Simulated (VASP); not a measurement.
Write the native input for VASP 6.6.1 that does the following.

```yaml
Task: relaxation of cell and atoms
Functional: PBE
Potentials_or_basis: VASP PAW PBE potentials, release 64 (Li_sv)
Cutoff: 600 eV
k_mesh: 12 × 12 × 16
Occupations: gaussian, width 0.1 eV
Spin: no spin polarisation
Dipole_correction: no
Further_INCAR_settings: ALGO = Normal; EDIFF = 1e-07; IBRION = 2; EDIFFG = -0.01; NSW = 100; ISIF = 3
```

The structure of Li lies in POSCAR:

```
Li
1.0
    4.9567143293      0.0000000000      0.0000000000
   -2.4783571647      4.2926405285      0.0000000000
    0.0000000000      0.0000000000      2.8646099703
Li
3
Direct
    0.0000000000      0.0000000000      0.0000000000
    0.6666666667      0.3333333333      0.5000000000
    0.3333333333      0.6666666667      0.5000000000
```

One way to write it, as run:

INCAR

```
  PREC = Accurate
  ENCUT = 600
  EDIFF = 1E-7
  ISMEAR = 0
  SIGMA = 0.1
  LREAL = F
  LASPH = T
  NELM = 100
  ALGO = Normal
  ISIF = 3
  LWAVE = F
  LCHARG = F
  GGA = PE
  IBRION = 2
  NSW = 100
  EDIFFG = -0.01
```

KPOINTS

```
Automatic mesh
0
Gamma
  12 12 16
```

Potentials or basis: VASP PAW PBE potentials, release 64 (Li_sv).

Command:

```console
$ cat potpaw_PBE.64/Li_sv/POTCAR > POTCAR
$ mpirun -np 1 vasp_std > vasp.out
```

Results of the run:

| Quantity | Value |
| --- | --- |
| Relaxed volume | 20.08 Å³/atom |
| Relaxed cell | a = 4.910 Å, b = 4.910 Å, c = 2.885 Å, α = 90.00°, β = 90.00°, γ = 120.00° |
| Space group after relaxing (to 0.05 Å) | P6/mmm (No. 191) |
| Energy gained by relaxing | 0.6 meV/atom |
| Ionic steps | 3 |
| Pressure after relaxing | 0.0 GPa |

Caveat: the cutoff is under 1.25 times the usual one of these potentials, so pressure, stress and relaxed cells hold a basis-set (Pulay) error.

It took 60 s on 1 thread of Intel(R) Xeon(R) 6975P-C (Granite Rapids), on a shared host, peak memory 0.23 GiB.
